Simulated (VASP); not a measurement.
TaH5: single point with PBE

Crystal: TaH5.

```
CELL_PARAMETERS angstrom
2.52523 1.45794 3.02577
-2.52523 1.45794 3.02577
0.00000 -2.91589 3.02577
ATOMIC_POSITIONS crystal
Ta 0.70499 0.70499 0.70499
H 0.44382 0.20964 0.44382
H 0.44382 0.44382 0.20964
H 0.20964 0.44382 0.44382
H 0.24141 0.24141 0.24141
H 0.13058 0.13058 0.13058
```

The cell was built from a structure type or drawn by symmetry, and may not be a known phase.

| Property | Result |
| --- | --- |
| Program | VASP 6.6.1 |
| Task | single point |
| Functional | PBE |
| Potentials or basis | VASP PAW PBE potentials, release 64 (Ta_pv, H) |
| Cutoff | 520 eV |
| k mesh | 6 × 6 × 6 |
| Occupations | gaussian, width 0.1 eV |
| Spin | no spin polarisation |
| Dipole correction | no |
| Further INCAR settings | ALGO = Normal; EDIFF = 1e-06; NBANDS = 17 |

| Property | Result |
| --- | --- |
| Pressure | -13.4 GPa |
| Largest force | 4.058 eV/Å |
| Band gap on the k mesh | zero (bands 8 and 9 overlap by 0.67 eV) |

Forces on the atoms (eV/Å):
```
Ta   0.000  0.000  0.068
H    2.387 -1.378  0.686
H    0.000  2.757  0.686
H   -2.387 -1.378  0.686
H    0.000  0.000 -4.058
H    0.000  0.000  1.931
```

Stress tensor (GPa, compression positive):
```
-14.38   0.00   0.00
  0.00 -14.38   0.00
  0.00   0.00 -11.31
```

Levels at points of the mesh, in eV from the Fermi level:
```csv
k point,band 6,band 7,band 8,band 9,band 10,band 11
"(0.00, 0.00, 0.00)",-1.21,-1.21,-1.18,0.30,0.30,0.95
"(0.50, 0.00, 0.00)",-1.98,-0.64,-0.26,-0.06,1.23,1.40
"(0.50, 0.50, 0.00)",-1.63,-1.04,-0.74,0.80,1.18,1.34
"(0.50, 0.50, 0.50)",-1.62,-1.62,0.61,1.18,1.20,1.20
```

It took 16 s on 1 thread of AMD EPYC 9R45 96-Core Processor (Zen 5), with other jobs on the host, peak memory 0.16 GiB.

Caveat: the cell stands under tension; spin-orbit coupling is left out, which moves the levels of the heavy elements; forces of over 1 eV/Å act on the atoms, so gaps and moduli don't describe the material at rest.
